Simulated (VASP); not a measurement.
Input of a VASP 6.6.1 run:

The input POSCAR:

```
Pb
1.0
    0.0000000000      2.4415696833      2.4415696833
    2.4415696833      0.0000000000      2.4415696833
    2.4415696833      2.4415696833      0.0000000000
Pb
1
Direct
    0.0000000000      0.0000000000      0.0000000000
```

INCAR.step1

```
SYSTEM = Pb
ALGO = Normal ; EDIFF = 1E-4
ENCUT = 520 ; GGA = PE
ISMEAR = -1 ; LASPH = .TRUE.
LCHARG = .FALSE. ; LREAL = .FALSE.
LWAVE = .TRUE. ; NBANDS = 13
NELM = 80 ; PREC = Accurate
SIGMA = 0.05
```

Contents of INCAR.step2:

```
SYSTEM = Pb
ALGO = Normal ; EDIFF = 1E-6
ENCUT = 520 ; ISIF = 2
ISMEAR = -1 ; ISTART = 1
IVDW = 13 ; LASPH = .TRUE.
LCHARG = .FALSE. ; LMIXTAU = .TRUE.
LREAL = .FALSE. ; LWAVE = .FALSE.
METAGGA = R2SCAN ; NBANDS = 13
NELM = 80 ; PREC = Accurate
SIGMA = 0.05 ; VDW_A1 = 0.51559235
VDW_A2 = 5.77342911 ; VDW_S6 = 1.0
VDW_S8 = 0.6018749
```

KPOINTS

```
k-points
0
G
  9 9 9
  0 0 0
```

Potentials or basis: VASP PAW PBE potentials, release 64 (Pb_d).

Launch:

```console
$ cat potpaw_PBE.64/Pb_d/POTCAR > POTCAR
$ cp INCAR.step1 INCAR
$ mpirun -np 1 vasp_std > vasp.out
$ cp INCAR.step2 INCAR
$ mpirun -np 1 vasp_std > vasp.out
```

Question: Predict the pressure.

Answer: 2.7 GPa.

Question: Estimate the dispersion energy per atom.

Answer: -0.142 eV.

Caveat: the PAW data sets were made with another functional, which shifts forces and pressure a little; pairwise dispersion overbinds metals, which lowers pressure and volume.
